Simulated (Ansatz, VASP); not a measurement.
## Two plane-wave programs on SnTe

```xyz
2
Lattice="0.0000 3.1565 3.1565 3.1565 0.0000 3.1565 3.1565 3.1565 0.0000" Properties=species:S:1:pos:R:3 pbc="T T T"
Sn    3.1565    3.1565    3.1565
Te    0.0000    0.0000    0.0000
```

Alike in both runs: task single point; functional PBE; k mesh 6 × 6 × 6; occupations gaussian, width 0.05 eV; no spin polarisation.

|  | VASP | Ansatz |
| --- | --- | --- |
| version | VASP 6.6.1 | Ansatz 0.2.0 |
| potentials or method | VASP PAW PBE potentials, release 64 (Sn_d, Te), cutoff 520 eV | scalar-relativistic, plane waves, PAW |
| valence electrons in the cell | 20 | 30 |

|  | VASP | Ansatz | Ansatz less VASP |
| --- | --- | --- | --- |
| gap on the k mesh at the Fermi level (eV) | 0.08 | 0.08 | -0.001 |
| least direct gap on the mesh (eV) | 0.08 | 0.08 | -0.001 |
| pressure (GPa) | 2.0 | 2.0 | +0.02 |

VASP's potentials hold 20 valence electrons a cell and Ansatz's 30, so a difference there can come from the potentials and not from the codes.

Neither program's run includes spin-orbit coupling.
